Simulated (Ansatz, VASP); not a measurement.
**One calculation of TlCl, two programs**

Contents of INCAR:

```
  PREC = Accurate
  ENCUT = 500
  EDIFF = 1E-6
  ISMEAR = 0
  SIGMA = 0.01
  LREAL = False
  LASPH = True
  NELM = 120
  ALGO = Normal
  ISIF = 2
  LWAVE = False
  LCHARG = False
  GGA = PS
  NBANDS = 17
  GGA_COMPAT = False
```

File KPOINTS:

```
Automatic mesh
0
Gamma
  6 6 6
```

POSCAR

```
TlCl
1.0
    3.7693040770      0.0000000000      0.0000000000
    0.0000000000      3.7693040770      0.0000000000
    0.0000000000      0.0000000000      3.7881505974
Tl Cl
1 1
Direct
    0.0000000000      0.0000000000      0.0000000000
    0.5000000000      0.5000000000      0.5000000000
```

Input for Ansatz:

```yaml
crystal:
  lattice:
    - [3.76930407702, 0.0, 0.0]
    - [0.0, 3.76930407702, 0.0]
    - [0.0, 0.0, 3.78815059741]
  atoms:
    - { symbol: Tl, position: [0.0, 0.0, 0.0] }
    - { symbol: Cl, position: [0.5, 0.5, 0.5] }
kpoints:
  mp_grid: { grid: [6, 6, 6] }
scf:
  occupations: { method: fixed }
  convergence: { dr2_threshold: 1.0e-10 }
hamiltonian:
  xc: pbesol
  pseudopotentials: { kind: all_electron, lapw: { basis_error: 0.0005 } }
output:
  forces: true
  stress: true
  eigenstates:
    kpoints:
      - [0.0, 0.0, 0.0]
      - [0.0, 0.0, 0.5]
      - [0.0, 0.5, 0.0]
      - [0.5, 0.0, 0.0]
      - [0.5, 0.5, 0.5]
      - [-0.5, -0.5, 0.0]
      - [-0.5, 0.0, -0.5]
      - [0.0, -0.5, -0.5]
  eigenvalues: true
```

Change from the starting cell: z stretched by +0.5 %, x and y held.

Alike in both runs: task single point; functional PBEsol; k mesh 6 × 6 × 6; no spin polarisation.

|  | VASP | Ansatz |
| --- | --- | --- |
| version | VASP 6.6.1 | Ansatz 0.2.0 |
| potentials or method | VASP PAW PBE potentials, release 64 (Tl_d, Cl), cutoff 500 eV | all-electron LAPW, scalar-relativistic |
| occupations | gaussian, width 0.01 eV | fixed |

VASP gave:

- gap on the k mesh at the Fermi level (eV): 1.80
- pressure (GPa): -0.2
- traceless stress, the component that is largest in VASP (GPa): -0.09

Q: Estimate Ansatz's values.

A: gap on the k mesh at the Fermi level (eV): 1.79; pressure (GPa): -0.1; traceless stress, the component that is largest in VASP (GPa): -0.09.

VASP's potentials were made for PBE, not for PBEsol. Ansatz ran all-electron here, and VASP with PAW potentials.

Neither program's run includes spin-orbit coupling.
